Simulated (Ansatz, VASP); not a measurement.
**One calculation of CdS, two programs**

```
CELL_PARAMETERS angstrom
4.19685 0.00000 0.00000
-2.09843 3.63458 0.00000
0.00000 0.00000 6.82965
ATOMIC_POSITIONS crystal
Cd 0.33333 0.66667 0.00022
Cd 0.66667 0.33333 0.50022
S 0.33333 0.66667 0.37678
S 0.66667 0.33333 0.87678
```

Alike in both runs: task single point; functional PBE; k mesh 9 × 9 × 4; occupations gaussian, width 0.02 eV; no spin polarisation.

|  | VASP | Ansatz |
| --- | --- | --- |
| version | VASP 6.6.1 | Ansatz 0.2.0 |
| potentials or method | VASP PAW PBE potentials, release 64 (Cd, S), cutoff 500 eV | scalar-relativistic, plane waves, PAW |
| valence electrons in the cell | 36 | 52 |

```csv
,VASP,Ansatz,Ansatz less VASP
gap on the k mesh at the Fermi level (eV),1.11,1.11,-0.002
least direct gap on the mesh (eV),1.11,1.11,-0.002
pressure (GPa),0.3,0.0,-0.27
```

With one functional, cell and mesh, what is left measures potentials, basis and numerics. VASP's potentials hold 36 valence electrons a cell and Ansatz's 52, so a difference there can come from the potentials and not from the codes.
